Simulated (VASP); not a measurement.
The system is CaB6.

```
Ca B
1.0
     4.14773    0.00000    0.00000
     0.00000    4.14773    0.00000
     0.00000    0.00000    4.14773
Ca B
1 6
Direct
  0.50000 0.50000 0.50000
  0.00000 0.00000 0.29821
  0.00000 0.00000 0.70179
  0.29821 0.00000 0.00000
  0.70179 0.00000 0.00000
  0.00000 0.29821 0.00000
  0.00000 0.70179 0.00000
```

| Quantity | Value |
| --- | --- |
| Program | VASP 6.6.1 |
| Task | relaxation of cell and atoms |
| Functional | PBE |
| Dispersion | D3(BJ) |
| Potentials or basis | VASP PAW PBE potentials, release 64 (Ca_sv, B) |
| Cutoff | 600 eV |
| k mesh | 8 × 8 × 8 |
| Occupations | gaussian, width 0.01 eV |
| Spin | no spin polarisation |

At the start: pressure -3.3 GPa; volume 10.19 Å³/atom.

Q: Where does the relaxation end?

A: Over 5 steps the energy falls by 2.3 meV/atom and the volume is 9.97 Å³/atom (-2.2 %); space group Pm-3m (No. 221, to 0.1 Å) before and after.

The path:
| step | energy change (eV) | largest force (eV/Å) | pressure (GPa) | volume (Å³) |
| --- | --- | --- | --- | --- |
| 1 | 0.0000 | 0.0195 | -3.28 | 71.36 |
| 2 | -0.0136 | 0.1104 | 1.42 | 69.22 |
| 3 | -0.0161 | 0.0849 | 0.04 | 69.81 |
| 4 | -0.0150 | 0.1815 | -0.05 | 69.74 |
| 5 | -0.0164 | 0.0002 | 0.01 | 69.79 |

Final structure:
```cif
data_structure
_symmetry_space_group_name_H-M 'P 1'
_symmetry_Int_Tables_number 1
_cell_length_a 4.1172
_cell_length_b 4.1172
_cell_length_c 4.1172
_cell_angle_alpha 90.000
_cell_angle_beta 90.000
_cell_angle_gamma 90.000
_cell_volume 69.79
loop_
_atom_site_label
_atom_site_type_symbol
_atom_site_fract_x
_atom_site_fract_y
_atom_site_fract_z
_atom_site_occupancy
Ca1 Ca 0.50000 0.50000 0.50000 1
B1 B 0.00000 0.00000 0.29867 1
B2 B 0.00000 0.00000 0.70133 1
B3 B 0.29867 0.00000 0.00000 1
B4 B 0.70133 0.00000 0.00000 1
B5 B 0.00000 0.29867 0.00000 1
B6 B 0.00000 0.70133 0.00000 1
```
